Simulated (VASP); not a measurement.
Wanted: the native input for a VASP 6.6.1 run.

| Property | Result |
| --- | --- |
| Task | single point |
| Functional | PBE |
| Potentials or basis | VASP PAW PBE potentials, release 64 (Cd, Hg, Te) |
| Cutoff | 520 eV |
| k mesh | 8 × 8 × 4 |
| Occupations | gaussian, width 0.01 eV |
| Spin | no spin polarisation |
| Dipole correction | no |
| Further INCAR settings | ALGO = Normal; EDIFF = 1e-06; NBANDS = 46 |

The structure of Cd3HgTe4 lies in POSCAR:

```
Cd3HgTe4
1.0
    4.6873538000      0.0000000000      0.0000000000
    0.0000000000      4.6873538000      0.0000000000
    0.0000000000      0.0000000000     13.2426444000
Cd Hg Te
3 1 4
Direct
    0.0000000000      0.0000000000      0.7495210000
    0.0000000000      0.0000000000      0.2504790000
    0.5000000000      0.5000000000      0.5000000000
    0.5000000000      0.5000000000      0.0000000000
    0.5000000000      0.0000000000      0.8739640000
    0.0000000000      0.5000000000      0.1260360000
    0.5000000000      0.0000000000      0.3752770000
    0.0000000000      0.5000000000      0.6247230000
```

These files were run (other wordings do the same):

INCAR

```
SYSTEM = Cd3HgTe4
ALGO = Normal ; EDIFF = 1E-6
ENCUT = 520 ; GGA = PE
ISIF = 2 ; ISMEAR = 0
LASPH = .True. ; LCHARG = .True.
LELF = .True. ; LREAL = .False.
LVHAR = .True. ; LWAVE = .False.
NBANDS = 46 ; NELM = 100
PREC = Accurate ; SIGMA = 0.01
```

KPOINTS

```
k-points
0
Gamma
  8 8 4
  0 0 0
```

Potentials or basis: VASP PAW PBE potentials, release 64 (Cd, Hg, Te).

The run is started by

```console
$ cat potpaw_PBE.64/Cd/POTCAR potpaw_PBE.64/Hg/POTCAR potpaw_PBE.64/Te/POTCAR > POTCAR
$ mpirun -np 1 vasp_std > vasp.out
```

It gave:

```json
{"Pressure": "0.1 GPa", "Band gap on the k mesh": "0.18 eV"}
```

Caveat: spin-orbit coupling is left out, which moves the levels of the heavy elements.

It took 9.8 min on 1 thread of Intel(R) Xeon(R) Platinum 8259CL CPU @ 2.50GHz (Skylake/Cascade Lake), with other jobs on the host, peak memory 0.7 GiB.
